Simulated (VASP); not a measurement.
Set up this calculation in VASP 6.6.1, as the native input.

| Item | Value |
| --- | --- |
| Task | single point |
| Functional | LDA |
| Potentials or basis | VASP PAW LDA potentials, release 64 (Ni) |
| Cutoff | 520 eV |
| k mesh | 15 × 15 × 15 |
| Occupations | fermi-dirac, width 0.1 eV |
| Spin | collinear spin, ferromagnetic start |
| Starting moments | [1.5, 1.5] μB |
| Dipole correction | no |
| Further INCAR settings | ALGO = Normal; EDIFF = 1e-06; NBANDS = 21 |

The structure of Ni lies in POSCAR:

```
Ni
1.0
    0.0000000000      1.7619350000      1.7619350000
   -1.7619350000      1.7619350000      0.0000000000
   -1.7619350000     -1.7619350000      3.5238700000
Ni
2
Direct
    0.0000000000      0.0000000000      0.0000000000
    0.0000000000      0.5000000000      0.5000000000
```

The input as run:

INCAR

```
SYSTEM = Ni
PREC = Accurate
ENCUT = 520
EDIFF = 1E-6
ISMEAR = -1
SIGMA = 0.1
LREAL = .False.
LASPH = .True.
NELM = 150
ALGO = Normal
ISIF = 2
LWAVE = .False.
LCHARG = .False.
ISPIN = 2
MAGMOM = 1.5 1.5
LORBIT = 11
LMAXMIX = 4
NBANDS = 21
```

KPOINTS

```
Automatic mesh
0
Gamma
  15 15 15
  0 0 0
```

Potentials or basis: VASP PAW LDA potentials, release 64 (Ni).

Launch:

```console
$ cat potpaw_LDA.64/Ni/POTCAR > POTCAR
$ mpirun -np 1 vasp_std > vasp.out
```

It gave:

```
Pressure                                              : -17.4 GPa
Net moment                                            : 1.17 μB per cell
Site moments                                          : Ni +0.59 μB
Valence electrons inside the program's atomic spheres : Ni 9.31
```

Wall time 2.5 min on 1 thread of Intel(R) Xeon(R) 6975P-C (Granite Rapids) (shared host), peak memory 0.3 GiB.
